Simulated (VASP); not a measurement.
Set up this calculation in VASP 6.6.1, as the native input.

* Task: single point
* Functional: PBEsol
* Dispersion: D3(BJ)
* Potentials or basis: VASP PAW PBE potentials, release 64 (Pb_d)
* Cutoff: 500 eV
* k mesh: 8 × 8 × 8
* Occupations: fermi-dirac, width 0.1 eV
* Spin: no spin polarisation
* Dipole correction: no
* Further INCAR settings: ALGO = Normal; EDIFF = 1e-06; NBANDS = 13

The structure of Pb lies in POSCAR:

```
Pb
1.0
    0.0000000000      2.4279401426      2.4279401426
    2.4279401426      0.0000000000      2.4279401426
    2.4279401426      2.4279401426      0.0000000000
Pb
1
Direct
    0.0000000000      0.0000000000      0.0000000000
```

The input as run:

INCAR

```
SYSTEM = Pb
  PREC = Accurate
  ENCUT = 500
  EDIFF = 1E-6
  ISMEAR = -1
  SIGMA = 0.1
  LREAL = .False.
  LASPH = .True.
  NELM = 120
  ALGO = Normal
  ISIF = 2
  LWAVE = .False.
  LCHARG = .True.
  GGA = PS
  IVDW = 12
  LELF = .True.
  LVHAR = .True.
  NBANDS = 13
  GGA_COMPAT = .False.
```

KPOINTS

```
regular mesh
0
Gamma
  8 8 8
  0 0 0
```

Potentials or basis: VASP PAW PBE potentials, release 64 (Pb_d).

Run with:

```bash
$ cat potpaw_PBE.64/Pb_d/POTCAR > POTCAR
$ mpirun -np 1 vasp_std > vasp.out
```

Results of the run:

```yaml
Pressure: -0.1 GPa
Band_gap_on_the_k_mesh: zero (bands 7 and 8 overlap by 9.37 eV)
Dispersion_energy_per_atom: -0.469 eV
```

Caveat: the PAW data sets were made with another functional, which shifts forces and pressure a little; spin-orbit coupling is left out, which moves the levels of the heavy elements.

Run time: 5.1 s on 1 thread of Intel(R) Xeon(R) 6975P-C (Granite Rapids), on a shared host, peak memory 0.16 GiB.
